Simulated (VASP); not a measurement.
# Ru (P6_3/mmc) in VASP: a series of runs, part 2 of 2

VASP 6.6.1.

### 3 Single point, r2SCAN

The input, POSCAR:

```
Ru
1.0
    2.7059477279      0.0000000000      0.0000000000
   -1.3529738639      2.3434194737      0.0000000000
    0.0000000000      0.0000000000      4.2579056513
Ru
2
Direct
    0.3333333333      0.6666666667      0.2500000000
    0.6666666667      0.3333333333      0.7500000000
```

The input, INCAR.step1:

```
PREC = Accurate
ENCUT = 520
ISMEAR = -1
SIGMA = 0.1
LREAL = False
LASPH = True
NELM = 100
NBANDS = 21
GGA = PE
ALGO = Normal
EDIFF = 1E-4
LWAVE = True
LCHARG = False
```

The input, INCAR.step2:

```
PREC = Accurate
ENCUT = 520
EDIFF = 1E-6
ISMEAR = -1
SIGMA = 0.1
LREAL = False
LASPH = True
NELM = 100
ALGO = Normal
ISIF = 2
LWAVE = False
LCHARG = True
METAGGA = R2SCAN
LMIXTAU = True
LELF = True
LVHAR = True
NBANDS = 21
ISTART = 1
```

The input, KPOINTS:

```
Automatic mesh
0
Gamma
  13 13 8
```

Potentials or basis: VASP PAW PBE potentials, release 64 (Ru_pv).

Started as:

```sh
> cat potpaw_PBE.64/Ru_pv/POTCAR > POTCAR
> cp INCAR.step1 INCAR
> mpirun -np 1 vasp_std > vasp.out
> cp INCAR.step2 INCAR
> mpirun -np 1 vasp_std > vasp.out
```

It took 3.7 min on 1 thread of AMD EPYC 7R43 (Zen 3), shared host; peak memory 0.13 GiB.

It converged, with:

* Free energy: -50.8804 eV
* Pressure: 1.5 GPa
* Band gap on the k mesh: zero (band 14 reaches 14.43 eV, above the bottom of band 15 at 11.17 eV)

Stress tensor (GPa, compression positive):
```
1.48 0.00 0.00
0.00 1.48 0.00
0.00 0.00 1.64
```

Levels at points of the mesh, in eV from the Fermi level:
```csv
k point,band 11,band 12,band 13,band 14,band 15,band 16,band 17,band 18
"(0.00, 0.00, 0.00)",-2.52,-2.04,-2.04,-1.56,-1.56,1.20,1.20,1.39
"(0.00, 0.00, 0.50)",-2.96,-2.96,-2.85,-2.85,0.53,0.53,0.53,0.53
```

Caveat: the PAW data sets were made with another functional, which shifts forces and pressure a little.

### 4 Single point, r2SCAN

POSCAR is that of step 3.

The input, INCAR.step1:

```
SYSTEM = Ru
PREC = Accurate
ENCUT = 520
ISMEAR = -1
SIGMA = 0.1
LREAL = .False.
LASPH = .True.
NELM = 60
NBANDS = 21
GGA = PE
ALGO = Normal
EDIFF = 1E-4
LWAVE = .True.
LCHARG = .False.
```

The input, INCAR.step2:

```
SYSTEM = Ru
PREC = Accurate
ENCUT = 520
EDIFF = 1E-7
ISMEAR = -1
SIGMA = 0.1
LREAL = .False.
LASPH = .True.
NELM = 60
ALGO = Normal
ISIF = 2
LWAVE = .False.
LCHARG = .False.
METAGGA = R2SCAN
LMIXTAU = .True.
NBANDS = 21
ISTART = 1
```

The input, KPOINTS:

```
regular mesh
0
Gamma
  13 13 8
  0 0 0
```

Started as:

```sh
> cat potpaw_PBE.64/Ru_pv/POTCAR > POTCAR
> cp INCAR.step1 INCAR
> mpirun -np 1 vasp_std > vasp.out
> cp INCAR.step2 INCAR
> mpirun -np 1 vasp_std > vasp.out
```

Run time: 4.1 min. Hardware: 1 thread of AMD EPYC 7R43 (Zen 3), shared host; peak memory 0.14 GiB.

It converged, with:

```
Free energy            : -50.8804 eV
Pressure               : 1.5 GPa
Band gap on the k mesh : zero (band 14 reaches 14.43 eV, above the bottom of band 15 at 11.17 eV)
```

Stress tensor (GPa, compression positive):
```
1.49 0.00 0.00
0.00 1.49 0.00
0.00 0.00 1.65
```

Levels at points of the mesh, in eV from the Fermi level:
```csv
k point,band 11,band 12,band 13,band 14,band 15,band 16,band 17,band 18
"(0.00, 0.00, 0.00)",-2.52,-2.04,-2.04,-1.56,-1.56,1.20,1.20,1.39
"(0.00, 0.00, 0.50)",-2.96,-2.96,-2.85,-2.85,0.53,0.53,0.53,0.53
```

Caveat: the PAW data sets were made with another functional, which shifts forces and pressure a little.

### 5 Single point, r2SCAN

POSCAR is that of step 4.

The input, INCAR.step1:

```
SYSTEM = Ru
PREC = Accurate
ENCUT = 520
ISMEAR = -1
SIGMA = 0.01
LREAL = .FALSE.
LASPH = .TRUE.
NELM = 60
NBANDS = 21
GGA = PE
ALGO = Normal
EDIFF = 1E-4
LWAVE = .TRUE.
LCHARG = .FALSE.
```

The input, INCAR.step2:

```
SYSTEM = Ru
PREC = Accurate
ENCUT = 520
EDIFF = 1E-7
ISMEAR = -1
SIGMA = 0.01
LREAL = .FALSE.
LASPH = .TRUE.
NELM = 60
ALGO = Normal
ISIF = 2
LWAVE = .FALSE.
LCHARG = .FALSE.
METAGGA = R2SCAN
LMIXTAU = .TRUE.
NBANDS = 21
ISTART = 1
```

The input, KPOINTS:

```
Automatic mesh
0
G
  13 13 8
  0 0 0
```

Potentials or basis: VASP PAW PBE potentials, release 64 (Ru_pv).

Started as:

```sh
> cat potpaw_PBE.64/Ru_pv/POTCAR > POTCAR
> cp INCAR.step1 INCAR
> mpirun -np 1 vasp_std > vasp.out
> cp INCAR.step2 INCAR
> mpirun -np 1 vasp_std > vasp.out
```

OUTCAR:

```text
SYSTEM = Ru
   PREC = Accurate
   ENCUT = 520
   EDIFF = 1E-7
   ISMEAR = -1
   LREAL = .FALSE.
   LASPH = .TRUE.
   NELM = 60
   ISIF = 2
   METAGGA = R2SCAN
   ISTART = 1

 ion  position               nearest neighbor table
   1  0.333  0.667  0.250-   2 2.64   2 2.64   2 2.64   2 2.64   2 2.64   2 2.64
   2  0.667  0.333  0.750-   1 2.64   1 2.64   1 2.64   1 2.64   1 2.64   1 2.64

  LATTYP: Found a hexagonal cell.
 ALAT       =     2.7059477279
 C/A-ratio  =     1.5735358105

  Lattice vectors:

[... 190 lines left out ...]
      2     -31.2642      2.00000
      3     -31.2642      2.00000
      4     -31.0726      2.00000
      5     -31.0726      2.00000
      6     -31.0170      2.00000
[... 565 lines left out ...]
     20      21.2333      0.00000
     21      24.5662      0.00000

 [... further k-points ...]
[... 5 lines left out ...]
  --------------------------------------------------------------------------------------
  -------------------------------------------------------------------------------------
  Total        0.2388646      0.2388646      0.1873937      0.0000000     -0.0000000      0.0000000
  in kB       14.1741432     14.1741432     11.1198783      0.0000000     -0.0000000      0.0000000
  external PRESSURE =      13.1560549 kB  Pullay stress =       0.0000000 kB

 VOLUME and BASIS-vectors are now :
 -----------------------------------------------------------------------------
  energy-cutoff  :      520.00
  volume of cell :       27.00
      direct lattice vectors                 reciprocal lattice vectors
     2.705947728  0.000000000  0.000000000     0.369556289  0.213363423  0.000000000
    -1.352973864  2.343419474  0.000000000     0.000000000  0.426726846  0.000000000
     0.000000000  0.000000000  4.257905651     0.000000000  0.000000000  0.234857247

 POSITION                                       TOTAL-FORCE (eV/Angst)
 -----------------------------------------------------------------------------------
     -0.00000      1.56228      1.06448         0.000000     -0.000000      0.000000
      1.35297      0.78114      3.19343        -0.000000      0.000000      0.000000
 -----------------------------------------------------------------------------------
    total drift:                               -0.000000      0.000000     -0.000000

  FREE ENERGIE OF THE ION-ELECTRON SYSTEM (eV)
  ---------------------------------------------------
  free  energy   TOTEN  =       -50.8559228717 eV

  energy  without entropy=      -50.8555182017  energy(sigma->0) =      -50.85572054
```

It took 3.6 min on 1 thread of AMD EPYC 7R43 (Zen 3), shared host; peak memory 0.13 GiB.

What came out:

```
Free energy            : -50.8559 eV
Pressure               : 1.3 GPa
Band gap on the k mesh : zero (band 14 reaches 14.42 eV, above the bottom of band 15 at 11.17 eV)
```

Stress tensor (GPa, compression positive):
```
1.42 0.00 0.00
0.00 1.42 0.00
0.00 0.00 1.11
```

Levels at points of the mesh, in eV from the Fermi level:
```tsv
k point	band 11	band 12	band 13	band 14	band 15	band 16	band 17	band 18
(0.00, 0.00, 0.00)	-2.53	-2.06	-2.06	-1.57	-1.57	1.19	1.19	1.38
(0.00, 0.00, 0.50)	-2.98	-2.98	-2.86	-2.86	0.52	0.52	0.52	0.52
```

Caveat: the PAW data sets were made with another functional, which shifts forces and pressure a little.

### 6 Single point, r2SCAN

POSCAR is that of step 5.

The input, INCAR.step1:

```
SYSTEM = Ru
ALGO = Normal ; EDIFF = 1E-4
ENCUT = 520 ; GGA = PE
ISMEAR = -1 ; LASPH = .TRUE.
LCHARG = .FALSE. ; LREAL = .FALSE.
LWAVE = .TRUE. ; NBANDS = 21
NELM = 60 ; PREC = Accurate
SIGMA = 0.03
```

The input, INCAR.step2:

```
SYSTEM = Ru
ALGO = Normal ; EDIFF = 1E-7
ENCUT = 520 ; ISIF = 2
ISMEAR = -1 ; ISTART = 1
LASPH = .TRUE. ; LCHARG = .FALSE.
LMIXTAU = .TRUE. ; LREAL = .FALSE.
LWAVE = .FALSE. ; METAGGA = R2SCAN
NBANDS = 21 ; NELM = 60
PREC = Accurate ; SIGMA = 0.03
```

The input, KPOINTS:

```
k-points
0
G
  13 13 8
  0 0 0
```

Potentials or basis: VASP PAW PBE potentials, release 64 (Ru_pv).

Started as:

```sh
> cat potpaw_PBE.64/Ru_pv/POTCAR > POTCAR
> cp INCAR.step1 INCAR
> mpirun -np 1 vasp_std > vasp.out
> cp INCAR.step2 INCAR
> mpirun -np 1 vasp_std > vasp.out
```

Wall time 3.8 min (1 thread of AMD EPYC 7R43 (Zen 3), shared host); peak memory 0.14 GiB.

It converged, with:

```yaml
Free_energy: -50.8575 eV
Pressure: 1.3 GPa
Band_gap_on_the_k_mesh: zero (band 14 reaches 14.42 eV, above the bottom of band 15 at 11.17 eV)
```

Stress tensor (GPa, compression positive):
```
1.41 0.00 0.00
0.00 1.41 0.00
0.00 0.00 1.14
```

Levels at points of the mesh, in eV from the Fermi level:
```csv
k point,band 11,band 12,band 13,band 14,band 15,band 16,band 17,band 18
"(0.00, 0.00, 0.00)",-2.53,-2.06,-2.06,-1.57,-1.57,1.19,1.19,1.38
"(0.00, 0.00, 0.50)",-2.98,-2.98,-2.86,-2.86,0.52,0.52,0.52,0.52
```

Caveat: the PAW data sets were made with another functional, which shifts forces and pressure a little.

### 7 Summary

```tsv
k mesh	smearing	gap on the mesh (eV)	pressure (GPa)
11 × 11 × 6	fermi-dirac 0.1 eV	none	1.6
13 × 13 × 8	fermi-dirac 0.1 eV	none	1.5
13 × 13 × 8	fermi-dirac 0.01 eV	none	1.3
13 × 13 × 8	fermi-dirac 0.03 eV	none	1.3
```

Alike in all rows: task single point; level r2SCAN; potentials or basis VASP PAW PBE potentials, release 64 (Ru_pv); no spin polarisation; cell as given; cutoff (eV) 520.

Every run on the cell as given and a fine mesh finds a metal.

Caveats: the PAW data sets were made with another functional, which shifts forces and pressure a little.

Total energies depend on the potentials used, so only differences within one code and one set of settings carry meaning.
